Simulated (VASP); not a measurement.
The system is SiC4.

```
Si C
1.0
     2.68926    0.00000    0.00000
    -1.34463    2.32897    0.00000
     0.00000    0.00000   21.21993
Si C
2 8
Cartesian
  0.0000 1.5526 15.9149
  1.3446 0.7763 5.3050
  0.0000 1.5526 20.1589
  0.0000 1.5526 3.1830
  0.0000 1.5526 7.4270
  0.0000 1.5526 11.6710
  1.3446 0.7763 13.7930
  1.3446 0.7763 18.0369
  1.3446 0.7763 1.0610
  1.3446 0.7763 9.5490
```

* Program: VASP 6.6.1
* Task: relaxation of cell and atoms
* Functional: PBE
* Potentials or basis: VASP PAW PBE potentials, release 64 (Si, C)
* Cutoff: 600 eV
* k mesh: 6 × 6 × 1
* Occupations: gaussian, width 0.1 eV
* Spin: no spin polarisation

At the start: pressure -24.6 GPa; volume 13.29 Å³/atom.

How do energy, volume and symmetry change on relaxing?

Over 40 steps the energy falls by 4150.0 meV/atom and the volume is 13.84 Å³/atom (+4.1 %); space group P6_3/mmc (No. 194, to 0.05 Å).

The path:
```tsv
step	energy change (eV)	largest force (eV/Å)	pressure (GPa)	volume (Å³)
1	0.0000	0.0633	-24.65	132.91
2	-5.3180	0.4317	-16.33	97.31
3	-6.2321	0.7909	-1.54	85.12
4	-6.2610	0.8958	2.98	82.64
5	-7.8056	1.7300	12.47	76.94
6	-14.8999	4.4542	102.27	56.68
7	-11.9505	3.8002	19.94	70.25
8	-16.7914	5.4036	50.17	62.65
9	-16.7699	5.4397	56.45	61.78
10	-16.3250	5.5843	72.72	59.71
11	-16.6214	5.4330	63.78	60.80
12	-16.8402	5.5347	65.38	60.56
13	-17.2085	4.8259	70.45	59.79
14	-17.6970	4.8725	65.52	60.31
15	-19.0622	5.0381	52.00	61.89
16	-21.3962	5.3238	30.41	65.13
17	-24.7564	4.7672	-2.02	71.94
18	-26.4451	2.4551	-37.77	86.95
19	-29.0809	2.2138	-38.12	87.72
20	-34.3801	0.8276	-32.95	89.51
21	-21.2243	7.0485	-27.44	90.90
22	-33.8791	3.3029	-30.53	89.95
23	-34.0537	2.5604	-31.20	89.77
24	-36.5206	2.3852	-17.31	84.46
25	-37.8339	1.8995	6.12	79.14
26	-37.9027	1.7503	18.21	77.12
27	-37.9112	1.7897	15.77	77.51
28	-38.4249	1.1244	12.64	79.19
29	-38.9280	0.1673	6.61	82.64
30	-38.9611	0.5815	5.06	83.65
31	-38.9614	0.7839	4.20	84.22
32	-39.1969	0.7264	3.54	86.35
33	-39.9670	0.5800	0.33	92.68
34	-41.0278	0.4135	-1.66	105.12
35	-41.3177	1.1923	2.40	129.14
36	-41.4947	0.1646	-0.88	139.16
37	-41.4948	0.1487	-0.92	139.31
38	-41.4981	0.0365	0.64	138.06
39	-41.4989	0.0696	0.19	138.43
40	-41.4999	0.0221	-0.07	138.40
```

Final structure:
```
CELL_PARAMETERS angstrom
2.47075 0.00000 0.00000
-1.23537 2.13973 0.00000
0.00000 0.00000 26.17874
ATOMIC_POSITIONS crystal
Si 0.33333 0.66667 0.75000
Si 0.66667 0.33333 0.25000
C 0.33333 0.66667 0.90908
C 0.33333 0.66667 0.09095
C 0.33333 0.66667 0.40905
C 0.33333 0.66667 0.59092
C 0.66667 0.33333 0.59095
C 0.66667 0.33333 0.90905
C 0.66667 0.33333 0.09092
C 0.66667 0.33333 0.40908
```

Caveat: the k points lie up to 0.49 Å⁻¹ apart in the final cell; this functional lacks dispersion, which binds the layers, so the pressure and a relaxed spacing across them are unreliable.
